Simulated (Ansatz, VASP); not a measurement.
## Two plane-wave programs on HfO2

INCAR

```
SYSTEM = HfO2
PREC = Accurate
ENCUT = 600
EDIFF = 1E-6
ISMEAR = 1
SIGMA = 0.5
LREAL = .FALSE.
LASPH = .TRUE.
NELM = 120
ALGO = Normal
ISIF = 2
LWAVE = .FALSE.
LCHARG = .TRUE.
GGA = PE
LELF = .TRUE.
LVHAR = .TRUE.
NBANDS = 18
GGA_COMPAT = .FALSE.
```

File KPOINTS:

```
regular mesh
0
G
  6 6 6
  0 0 0
```

POSCAR

```
HfO2
1.0
    0.0000000000      2.5291823194      2.5291823194
    2.5291823194      0.0000000000      2.5291823194
    2.5291823194      2.5291823194      0.0000000000
Hf O
1 2
Direct
    0.0000000000      0.0000000000      0.0000000000
    0.2500000000      0.2500000000      0.2500000000
    0.7500000000      0.7500000000      0.7500000000
```

Input for Ansatz:

```yaml
crystal:
  lattice:
    - [0.0, 2.5291823194, 2.5291823194]
    - [2.5291823194, 0.0, 2.5291823194]
    - [2.5291823194, 2.5291823194, 0.0]
  atoms:
    - { symbol: Hf, position: [0.0, 0.0, 0.0] }
    - { symbol: O, position: [0.25, 0.25, 0.25] }
    - { symbol: O, position: [0.75, 0.75, 0.75] }
kpoints:
  mp_grid: { grid: [6, 6, 6] }
hamiltonian:
  xc: pbe
scf:
  occupations: { method: cold, width: 0.5 }
  n_extra_bands: 4
output:
  forces: true
  stress: true
  eigenvalues: true
```

Alike in both runs: task single point; functional PBE; k mesh 6 × 6 × 6; no spin polarisation.

|  | VASP | Ansatz |
| --- | --- | --- |
| version | VASP 6.6.1 | Ansatz 0.2.0 |
| potentials or method | VASP PAW PBE potentials, release 64 (Hf_pv, O) | plane waves |
| plane-wave cutoff (eV) | 600 | 420 |
| occupations | methfessel-paxton of order 1, width 0.5 eV | cold, width 0.5 eV |
| valence electrons in the cell | 22 | 38 |

|  | VASP | Ansatz | Ansatz less VASP |
| --- | --- | --- | --- |
| gap on the k mesh at the Fermi level (eV) | 3.83 | 3.80 | -0.022 |
| pressure (GPa) | 1.8 | 6.0 | +4.16 |

VASP's potentials hold 22 valence electrons a cell and Ansatz's 38, so a difference there can come from the potentials and not from the codes.

Neither program's run includes spin-orbit coupling.
